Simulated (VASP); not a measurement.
## Pt: single point with PBE

Crystal: Pt.

```
Pt
1.0
     0.00000    2.26023    1.46915
     2.26023    0.00000    1.46915
     2.26023    2.26023    0.00000
Pt
1
Direct
  0.00000 0.00000 0.00000
```

This cell differs from its parent crystal: ratio of the length along z to the lengths across it x 0.65, volume and fractional coordinates fixed.

```json
{
  "Program": "VASP 6.6.1",
  "Task": "single point",
  "Functional": "PBE",
  "Potentials or basis": "VASP PAW PBE potentials, release 64 (Pt)",
  "Cutoff": "520 eV",
  "k mesh": "24 × 24 × 24",
  "Occupations": "fermi-dirac, width 0.02 eV",
  "Spin": "no spin polarisation"
}
```

* Pressure: 13.7 GPa
* Band gap on the k mesh: zero (bands 5 and 6 overlap by 2.34 eV)

Stress tensor (GPa, compression positive):
```
16.62  0.00  0.00
 0.00 16.62  0.00
 0.00  0.00  7.94
```

Levels at points of the mesh, in eV from the Fermi level:
| k point | band 3 | band 4 | band 5 | band 6 | band 7 | band 8 |
| --- | --- | --- | --- | --- | --- | --- |
| (0.00, 0.00, 0.00) | -3.49 | -3.49 | -1.76 | -0.69 | 16.49 | 16.49 |
| (0.50, 0.00, 0.00) | -1.30 | -0.31 | 0.28 | 1.10 | 6.99 | 12.95 |
| (0.50, 0.50, 0.00) | 0.45 | 0.45 | 0.72 | 6.89 | 6.89 | 9.56 |
| (0.50, 0.00, 0.50) | -2.03 | -1.05 | -0.30 | 0.98 | 6.20 | 13.88 |

Wall time 83 s on 1 thread of Intel(R) Xeon(R) Platinum 8488C (Sapphire Rapids), on a shared host, peak memory 0.28 GiB.

Caveat: the cell stands under pressure; spin-orbit coupling is left out, which moves the levels of the heavy elements.
